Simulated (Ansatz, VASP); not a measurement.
**One calculation of SnGe7, two programs**

```
Sn Ge
1.0
     4.20730    0.00000    0.00000
     0.00000    4.20730    0.00000
     0.00000    0.00000   11.62602
Sn Ge
1 7
Direct
  0.00000 0.00000 0.00000
  0.50000 0.50000 0.74097
  0.00000 0.50000 0.61973
  0.50000 0.50000 0.25903
  0.50000 0.00000 0.38027
  0.50000 0.00000 0.86126
  0.00000 0.50000 0.13874
  0.00000 0.00000 0.50000
```

Alike in both runs: functional PBE; k mesh 4 × 4 × 2; occupations gaussian, width 0.2 eV; no spin polarisation.

Ansatz relaxed the structure, and its values are those at the end. VASP's run is a single point on that final structure, the one shown.

```csv
,VASP,Ansatz
version,VASP 6.6.1,Ansatz 0.2.0
potentials or method,"VASP PAW PBE potentials, release 64 (Sn_d, Ge_d), cutoff 520 eV","scalar-relativistic, plane waves, PAW"
valence electrons in the cell,112,112
```

```csv
,VASP,Ansatz,Ansatz less VASP
gap on the k mesh at the Fermi level (eV),none,none,-
pressure (GPa),-0.4,-0.3,+0.05
rms of the force components (eV/Å),0.023,0.023,-0.0001
```

A gap of «none» marks a metal or a gap that the smearing closes.

The k mesh is coarse, so the values compare programs but aren't converged.
